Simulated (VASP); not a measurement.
Set up this calculation in VASP 6.6.1, as the native input.

- Task: single point
- Functional: PBE
- Potentials or basis: VASP PAW PBE potentials, release 64 (Rh_pv, Os)
- Cutoff: 520 eV
- k mesh: 3 × 3 × 3
- Occupations: gaussian, width 0.1 eV
- Spin: no spin polarisation
- Dipole correction: no
- Further INCAR settings: LREAL = Auto; ALGO = Fast; EDIFF = 1e-06; NBANDS = 99; ISYM = 0

The structure of Os5Rh3 lies in POSCAR:

```
Os5Rh3
1.0
   -3.8455330141      3.8451477804     -3.8428577484
    3.8427885952      3.8424141189      3.8428685058
    3.8455010108     -3.8451585378     -3.8428365024
Rh Os
6 10
Direct
    0.2499973643      1.0023263129      0.7493271284
    0.5031071402      0.7493585432      0.7455395095
   -0.0029637205      0.4963853508      0.4963449262
    0.7522567358      1.0023174437      0.2515902933
    0.4993141032      0.4964113091      0.9986257706
    0.2462208667      0.7493630393      1.0024271256
   -0.0018042052      0.2480429440      0.7491321568
    0.4999290152      0.9998547159      0.4991946334
    0.7493724776      0.4988642826      0.7487473411
    0.2498483064      0.2481372972      0.4975689010
    0.4994752372      0.2505887418      0.2503957190
    0.7491289069      0.7493917053      0.4995420200
   -0.0000584461     -0.0001442620     -0.0007929753
    0.2493803010      0.4988661197      0.2487652540
    1.0002007467      0.7493290242      0.2484274571
    0.7511257690      0.2506804697      0.9988288050
```

These files were run (other wordings do the same):

INCAR

```
ALGO = Fast ; EDIFF = 1E-6
ENCUT = 520 ; GGA = PE
ISIF = 2 ; ISMEAR = 0
ISYM = 0 ; LASPH = True
LCHARG = True ; LELF = True
LREAL = Auto ; LVHAR = True
LWAVE = False ; NBANDS = 99
NELM = 100 ; PREC = Accurate
SIGMA = 0.1
```

KPOINTS

```
k-points
0
Gamma
  3 3 3
```

Potentials or basis: VASP PAW PBE potentials, release 64 (Rh_pv, Os).

The run is started by

```bash
$ cat potpaw_PBE.64/Rh_pv/POTCAR potpaw_PBE.64/Os/POTCAR > POTCAR
$ mpirun -np 1 vasp_std > vasp.out
```

It gave:

The pressure is 0.0 GPa, the largest force is 0.034 eV/Å and the band gap on the k mesh is zero (band 85 reaches 10.06 eV, above the bottom of band 86 at 9.56 eV).

Caveat: the k points lie up to 0.39 Å⁻¹ apart; spin-orbit coupling is left out, which moves the levels of the heavy elements.

It took 12 min on 1 thread of Intel(R) Xeon(R) 6975P-C (Granite Rapids), on a shared host, peak memory 0.47 GiB.
